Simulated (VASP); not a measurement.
Set up this calculation in VASP 6.6.1, as the native input.

* Task: single point
* Functional: PBE
* Dispersion: D3(BJ)
* Potentials or basis: VASP PAW PBE potentials, release 64 (Nb_sv, H)
* Cutoff: 400 eV
* k mesh: 18 × 18 × 1
* Occupations: gaussian, width 0.1 eV
* Spin: no spin polarisation
* Dipole correction: yes
* Further INCAR settings: ALGO = Normal; EDIFF = 1e-06; NBANDS = 36; NELMDL = -8

The structure of Nb2H lies in POSCAR:

```
Nb2H
1.0
    2.8632045148     -0.0000000033      0.0000000000
   -1.4316022545      2.4796078477      0.0000000000
    0.0000000000      0.0000000000     39.8679935333
Nb H
4 2
Direct
    0.3333333333      0.6666666667      0.1758557140
    0.6666666667      0.3333333333      0.2423053245
    0.3333333333      0.6666666667      0.3759653849
    0.6666666667      0.3333333333      0.3095157744
    0.0000000000      0.0000000000      0.2101241849
    0.0000000000      0.0000000000      0.3416969139
```

The input as run:

INCAR

```
PREC = Accurate ; ENCUT = 400
EDIFF = 1E-6 ; ISMEAR = 0
SIGMA = 0.1 ; LREAL = False
LASPH = True ; NELM = 120
ALGO = Normal ; ISIF = 2
LWAVE = False ; LCHARG = False
LDIPOL = True ; IDIPOL = 3
DIPOL = 0.5 0.5 0.276 ; GGA = PE
IVDW = 12 ; NBANDS = 36
GGA_COMPAT = False ; NELMDL = -8
```

KPOINTS

```
regular mesh
0
Gamma
  18 18 1
```

Potentials or basis: VASP PAW PBE potentials, release 64 (Nb_sv, H).

Command:

```console
$ cat potpaw_PBE.64/Nb_sv/POTCAR potpaw_PBE.64/H/POTCAR > POTCAR
$ mpirun -np 1 vasp_std > vasp.out
```

Results of the run:

| Property | Result |
| --- | --- |
| Largest force | 0.006 eV/Å |
| Band gap on the k mesh | zero (bands 27 and 28 overlap by 1.07 eV) |
| Dispersion energy per atom | -0.421 eV |

Run time: 6 min on 1 thread of Intel(R) Xeon(R) 6975P-C (Granite Rapids), on a shared host, peak memory 0.43 GiB.
